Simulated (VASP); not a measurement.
# K3SbI (P4/mmm) in VASP: a series of runs

K3SbI is run at these levels: PBE; tasks: relaxation of cell and atoms, single point.

Everything below comes from runs of VASP 6.6.1. Logs are shortened: lines on timing, memory, paths and dates and some standing lists are left out, and cuts for length are marked.

### 1 The cell of the first run

Symmetry: P4/mmm, No. 123, tetragonal system. The conventional cell has a = 5.158 Å, b = 5.158 Å, c = 7.553 Å, α = 90.00°, β = 90.00°, γ = 90.00°. Within 3.4 Å of K (site symmetry mmm) lie 2 I at 2.58 Å. K (site symmetry 4/mmm) has 4 Sb at 3.65 Å and 8 K at 4.57 Å within 4.8 Å. Within 4.8 Å of Sb (site symmetry 4/mmm) lie 12 K at 3.65 to 4.57 Å and 2 I at 3.78 Å. I (site symmetry 4/mmm) has 4 K at 2.58 Å within 3.4 Å.

The cell was built from a structure type or drawn by symmetry, and may not be a known phase.

### 2 Relaxation of cell and atoms, PBE

INCAR

```
ALGO = Normal
EDIFF = 1E-7
EDIFFG = -0.04
ENCUT = 600
GGA = PE
IBRION = 2
ISIF = 3
ISMEAR = 0
LASPH = True
LCHARG = False
LREAL = False
LWAVE = False
NELM = 60
NSW = 90
PREC = Accurate
SIGMA = 0.1
```

KPOINTS

```
k-points
0
Gamma
  4 4 2
```

POSCAR

```
K3SbI
1.0
    5.1579257100      0.0000000000      0.0000000000
    0.0000000000      5.1579257100      0.0000000000
    0.0000000000      0.0000000000      7.5527458600
K Sb I
3 1 1
Direct
    0.0000000000      0.5000000000      0.0000000000
    0.5000000000      0.0000000000      0.0000000000
    0.5000000000      0.5000000000      0.5000000000
    0.0000000000      0.0000000000      0.5000000000
    0.0000000000      0.0000000000      0.0000000000
```

Potentials or basis: VASP PAW PBE potentials, release 64 (K_sv, Sb, I).

On the command line:

```
> cat potpaw_PBE.64/K_sv/POTCAR potpaw_PBE.64/Sb/POTCAR potpaw_PBE.64/I/POTCAR > POTCAR
> mpirun -np 1 vasp_std > vasp.out
```

OUTCAR:

```text
EDIFF = 1E-7
   EDIFFG = -0.04
   ENCUT = 600
   GGA = PE
   IBRION = 2
   ISIF = 3
   ISMEAR = 0
   LASPH = True
   LREAL = False
   NELM = 60
   NSW = 90
   PREC = Accurate

 ion  position               nearest neighbor table
   1  0.000  0.500  0.000-   5 2.58   5 2.58   2 3.65   2 3.65   2 3.65   2 3.65
   2  0.500  0.000  0.000-   5 2.58   5 2.58   1 3.65   1 3.65   1 3.65   1 3.65
   3  0.500  0.500  0.500-   4 3.65   4 3.65   4 3.65   4 3.65
   4  0.000  0.000  0.500-   3 3.65   3 3.65   3 3.65   3 3.65
   5  0.000  0.000  0.000-   1 2.58   2 2.58   1 2.58   2 2.58

  LATTYP: Found a simple tetragonal cell.
 ALAT       =     5.1579257100
 C/A-ratio  =     1.4642990777

  Lattice vectors:

 A1 = (   5.1579257100,   0.0000000000,   0.0000000000)
 A2 = (   0.0000000000,   5.1579257100,   0.0000000000)
 A3 = (   0.0000000000,   0.0000000000,   7.5527458600)

Analysis of symmetry for initial positions (statically):
=====================================================================
 Subroutine PRICEL returns:
 Original cell was already a primitive cell.

 Routine SETGRP: Setting up the symmetry group for a
 simple tetragonal supercell.

 Subroutine GETGRP returns: Found 16 space group operations
 (whereof 16 operations were pure point group operations)
 out of a pool of 16 trial point group operations.

The static configuration has the point symmetry D_4h.

Analysis of symmetry for dynamics (positions and initial velocities):
=====================================================================
 Subroutine PRICEL returns:
 Original cell was already a primitive cell.

 Routine SETGRP: Setting up the symmetry group for a
 simple tetragonal supercell.

 Subroutine GETGRP returns: Found 16 space group operations
 (whereof 16 operations were pure point group operations)
 out of a pool of 16 trial point group operations.

The dynamic configuration has the point symmetry D_4h.

 Subroutine INISYM returns: Found 16 space group operations
 (whereof 16 operations are pure point group operations),
 and found     1 'primitive' translations

----------------------------------------------------------------------------------------

[... 70 lines left out ...]
   dimension x,y,z NGX =    42 NGY =   42 NGZ =   60
   dimension x,y,z NGXF=    84 NGYF=   84 NGZF=  120
   ions per type =               3   1   1
   NGX,Y,Z   is equivalent  to a cutoff of  13.54, 13.54, 13.21 a.u.
   NGXF,Y,Z  is equivalent  to a cutoff of  27.07, 27.07, 26.41 a.u.
 SYSTEM =  unknown system
   PREC   = accura    normal or accurate (medium, high low for compatibility)
   ISTART =      0    job   : 0-new  1-cont  2-samecut
   ICHARG =      2    charge: 1-file 2-atom 10-const
   ISPIN  =      1    spin polarized calculation?
   LNONCOLLINEAR =      F non collinear calculations
   LSORBIT =      F    spin-orbit coupling
   LASPH  =      T    aspherical Exc in radial PAW
   ENCUT  =  600.0 eV  44.10 Ry    6.64 a.u.  10.30 10.30 15.08*2*pi/ulx,y,z
   NELM   =     60;   NELMIN=  2; NELMDL= -5     # of ELM steps
   EDIFF  = 0.1E-06   stopping-criterion for ELM
   LREAL  =      F    real-space projection
   EDIFFG = -.4E-01   stopping-criterion for IOM
   NSW    =     90    number of steps for IOM
   IBRION =      2    ionic relax: 0-MD 1-quasi-New 2-CG
   NFREE  =      1    steps in history (QN), initial steepest desc. (CG)
   ISIF   =      3    stress and relaxation
   ISYM   =      2    0-nonsym 1-usesym 2-fastsym
   POTIM  = 0.5000    time-step for ionic-motion
   TEBEG  =    0.0;   TEEND  =   0.0 temperature during run
   PSTRESS=    0.0 pullay stress
   NELECT =      39.0000    total number of electrons
   NUPDOWN=      -1.0000    fix difference up-down
   EMIN   =  10.00;   EMAX   =-10.00  energy-range for DOS
   EFERMI =   0.00;   METHOD = LEGACY
   ISMEAR =     0;   SIGMA  =   0.10  broadening in eV -4-tet -1-fermi 0-gaus
   EFERMI_NEDOS =   21; number of points for ismear=-14 and -15
   IALGO  =     38    algorithm
   IMIX   =      4    mixing-type and parameters
     AMIX     =   0.40;   BMIX     =  1.00
     AMIX_MAG =   1.60;   BMIX_MAG =  1.00
  volume/ion in A,a.u.               =      40.19       271.19
  Fermi-wavevector in a.u.,A,eV,Ry     =   0.947861  1.791198 12.224027  0.898441
  Thomas-Fermi vector in A             =   2.075995
   LORBIT       =      0    0 simple, 1 ext, 2 COOP (PROOUT), +10 PAW based schemes
   GGA     = PE    functional components
   LHFCALC =     F    Hartree Fock is set to
   AEXX    =    0.0000 exact exchange contribution
   IVDW    =     0    specifies the selected vdW correction
   LEPSILON=     F    determine dielectric tensor
   LRPA    =     F    only Hartree local field effects (RPA)
 conjugate gradient relaxation of ions
 non-spin polarized calculation
 Gauss-broadening in eV      SIGMA  =   0.10
  energy-cutoff  :      600.00
  volume of cell :      200.93
 maximum number of plane-waves:      6736
 NGX is ok and might be reduce to    42
   NGX = 21   NGY = 21   NGZ = 31

--------------------------------------- Ionic step        1  -------------------------------------------

 number of electron      38.9999999 magnetization

 Free energy of the ion-electron system (eV)
  ---------------------------------------------------
  ext. energy  EPLUGINS =         0.00000000
  ---------------------------------------------------
  free energy    TOTEN  =        -5.87708240 eV

  energy without entropy =       -5.85763302  energy(sigma->0) =       -5.86735771

------------------------ aborting loop because EDIFF is reached ----------------------------------------

  FORCE on cell =-STRESS in cart. coord.  units (eV):
  Direction    XX          YY          ZZ          XY          YZ          ZX
  --------------------------------------------------------------------------------------
  -------------------------------------------------------------------------------------
  Total       25.2026113     25.2026113     -3.6258273      0.0000000      0.0000000      0.0000000
  in kB      200.9560503    200.9560503    -28.9109696      0.0000000      0.0000000      0.0000000
  external PRESSURE =     124.3337104 kB  Pullay stress =       0.0000000 kB
[... 182 lines left out ...]
--------------------------------------- Ionic step        6  -------------------------------------------

 number of electron      39.0000006 magnetization

 Free energy of the ion-electron system (eV)
  ---------------------------------------------------
  ext. energy  EPLUGINS =         0.00000000
  ---------------------------------------------------
  free energy    TOTEN  =       -10.30790929 eV

  energy without entropy =      -10.28575972  energy(sigma->0) =      -10.29683451

 E-fermi :   1.0686     XC(G=0):  -6.4119

 val. band max:        1.0535136702   @ k =   0.5000   0.0000   0.0000
 cond. band min:       1.0896641795   @ k =   0.2500   0.0000   0.0000
 fundamental gap:      0.0361505093
 Fermi energy:         1.0686427427

 k-point     1 :       0.0000    0.0000    0.0000
  band No.  band energies     occupation
      1     -30.9879      2.00000
      2     -30.8050      2.00000
      3     -30.7998      2.00000
      4     -14.5424      2.00000
      5     -14.4207      2.00000
      6     -14.4207      2.00000
[... 333 lines left out ...]
  FREE ENERGIE OF THE ION-ELECTRON SYSTEM (eV)
  ---------------------------------------------------
  free  energy   TOTEN  =       -10.3079092860 eV

  energy  without entropy=      -10.2857597245  energy(sigma->0) =      -10.29683451

 reached required accuracy - stopping structural energy minimisation
```

OSZICAR:

```text
N       E                     dE             d eps       ncg     rms          rms(c)
DAV:   1     0.317753625222E+03    0.31775E+03   -0.17636E+04   552   0.156E+03
DAV:   2     0.208117011421E+02   -0.29694E+03   -0.29315E+03   678   0.394E+02
DAV:   3    -0.584333446209E+01   -0.26655E+02   -0.26497E+02   864   0.988E+01
[... 72 lines left out ...]
DAV:   5    -0.103078927289E+02    0.87336E-04   -0.14015E-03  1017   0.180E-01    0.421E-02
DAV:   6    -0.103079002423E+02   -0.75134E-05   -0.63222E-05   708   0.454E-02    0.260E-02
DAV:   7    -0.103079062192E+02   -0.59769E-05   -0.52030E-06   730   0.142E-02    0.948E-03
DAV:   8    -0.103079093393E+02   -0.31201E-05   -0.17172E-06   665   0.776E-03    0.242E-03
DAV:   9    -0.103079092860E+02    0.53204E-07   -0.19431E-07   485   0.265E-03
   6 F= -.10307909E+02 E0= -.10296835E+02  d E =-.861339E-01
```

It took 3 min on 1 thread of Intel Xeon 6975P-C (Granite Rapids), shared host; peak memory 0.36 GiB.

What came out:

```
Free energy                           : -10.3079 eV
Relaxed volume                        : 56.08 Å³/atom
Relaxed cell                          : a = 6.419 Å, b = 6.419 Å, c = 6.806 Å, α = 90.00°, β = 90.00°, γ = 90.00°
Space group after relaxing (to 0.1 Å) : P4/mmm (No. 123)
Energy gained by relaxing             : 886.2 meV/atom
Ionic steps                           : 6
Pressure after relaxing               : 0.0 GPa
Band gap on the k mesh                : zero (an odd number of electrons rules out a gap without spin polarisation)
```

The path:
```tsv
step	energy change (eV)	largest force (eV/Å)	pressure (GPa)	volume (Å³)
1	0.0000	0.0000	12.43	200.93
2	-4.3446	0.0000	-0.47	299.67
3	-4.3447	0.0000	-0.51	301.11
4	-4.3923	0.0000	-0.40	293.85
5	-4.4291	0.0000	-0.15	283.67
6	-4.4308	0.0000	-0.04	280.42
```

Final structure:
```
CELL_PARAMETERS angstrom
6.41869 0.00000 0.00000
0.00000 6.41869 0.00000
0.00000 0.00000 6.80637
ATOMIC_POSITIONS crystal
K 0.00000 0.50000 0.00000
K 0.50000 0.00000 0.00000
K 0.50000 0.50000 0.50000
Sb 0.00000 0.00000 0.50000
I 0.00000 0.00000 0.00000
```

Levels at points of the mesh, in eV from the Fermi level:
| k point | band 16 | band 17 | band 18 | band 19 | band 20 | band 21 | band 22 | band 23 |
| --- | --- | --- | --- | --- | --- | --- | --- | --- |
| (0.00, 0.00, 0.00) | -3.52 | -3.52 | -0.83 | -0.02 | -0.02 | 1.96 | 2.01 | 2.12 |
| (0.50, 0.00, 0.00) | -4.07 | -3.55 | -0.94 | -0.02 | 0.50 | 1.11 | 2.04 | 2.12 |
| (0.50, 0.50, 0.00) | -4.08 | -4.08 | -0.56 | -0.56 | -0.02 | 2.24 | 2.41 | 2.66 |
| (0.00, 0.00, 0.50) | -3.47 | -2.76 | -0.71 | -0.40 | -0.40 | 0.21 | 0.64 | 2.59 |
| (0.50, 0.00, 0.50) | -3.50 | -2.78 | -1.08 | -0.37 | -0.32 | 0.45 | 1.76 | 2.02 |
| (0.50, 0.50, 0.50) | -4.02 | -2.81 | -0.78 | -0.78 | -0.18 | 0.61 | 0.95 | 1.94 |

Caveat: the k points lie up to 0.46 Å⁻¹ apart in the final cell, too coarse for converged energies and pressures of a metal; the volume moved by over 15 % at a fixed basis, so the end points are rough; spin-orbit coupling is left out, which moves the levels of the heavy elements; an odd number of electrons without spin polarisation forces a metal; a magnetic or distorted state may lie lower.

(Part 1 of 2 ends here.)
